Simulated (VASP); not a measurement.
LaS:

```
La S
1.0
     0.00000    2.92500    2.92500
     2.92500    0.00000    2.92500
     2.92500    2.92500    0.00000
La S
1 1
Cartesian
  0.0000 0.0000 0.0000
  2.9250 2.9250 2.9250
```

| Property | Result |
| --- | --- |
| Program | VASP 6.6.1 |
| Task | relaxation of cell and atoms |
| Functional | LDA |
| Potentials or basis | VASP PAW LDA potentials, release 64 (La, S) |
| Cutoff | 600 eV |
| k mesh | 20 × 20 × 20 |
| Occupations | fermi-dirac, width 0.05 eV |
| Spin | no spin polarisation |

At the start: pressure -3.7 GPa; volume 25.03 Å³/atom.

**Question.** Where does the relaxation end?

**Answer.** Over 5 steps the energy falls by 12.4 meV/atom and the volume is 23.99 Å³/atom (-4.1 %); space group Fm-3m (No. 225, to 0.1 Å) before and after.

The path:
```tsv
step	energy change (eV)	largest force (eV/Å)	pressure (GPa)	volume (Å³)
1	0.0000	0.0000	-3.67	50.05
2	0.0007	0.0000	4.34	46.01
3	-0.0248	0.0000	-0.04	47.98
4	-0.0248	0.0000	0.04	47.94
5	-0.0248	0.0000	-0.02	47.98
```

Final structure:
```yaml
crystal:
  lattice:
    - [0.00000, 2.88418, 2.88418]
    - [2.88418, 0.00000, 2.88418]
    - [2.88418, 2.88418, 0.00000]
  atoms:
    - { symbol: La, position: [0.00000, 0.00000, 0.00000] }
    - { symbol: S, position: [0.50000, 0.50000, 0.50000] }
```
